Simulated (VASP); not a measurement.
Here is a VASP 6.6.1 calculation.

Contents of INCAR:

```
PREC = Accurate
ENCUT = 520
EDIFF = 1E-7
ISMEAR = -1
SIGMA = 0.05
LREAL = F
LASPH = T
NELM = 80
ALGO = Normal
ISIF = 2
LWAVE = F
LCHARG = F
GGA = CA
NBANDS = 11
```

File KPOINTS:

```
regular mesh
0
Gamma
  14 14 14
```

Contents of POSCAR:

```
Sr
1.0
    0.0000000000      2.2906862456      2.2906862456
    2.2906862456      0.0000000000      2.2906862456
    2.2906862456      2.2906862456      0.0000000000
Sr
1
Direct
    0.0000000000      0.0000000000      0.0000000000
```

Potentials or basis: VASP PAW LDA potentials, release 64 (Sr_sv).

Command:

```sh
$ cat potpaw_LDA.64/Sr_sv/POTCAR > POTCAR
$ mpirun -np 1 vasp_std > vasp.out
```

Problem. Predict the pressure.

Solution. 25.3 GPa.

Problem. Estimate the band gap on the k mesh.

Solution. Zero (band 5 reaches 5.58 eV, above the bottom of band 6 at 4.18 eV).
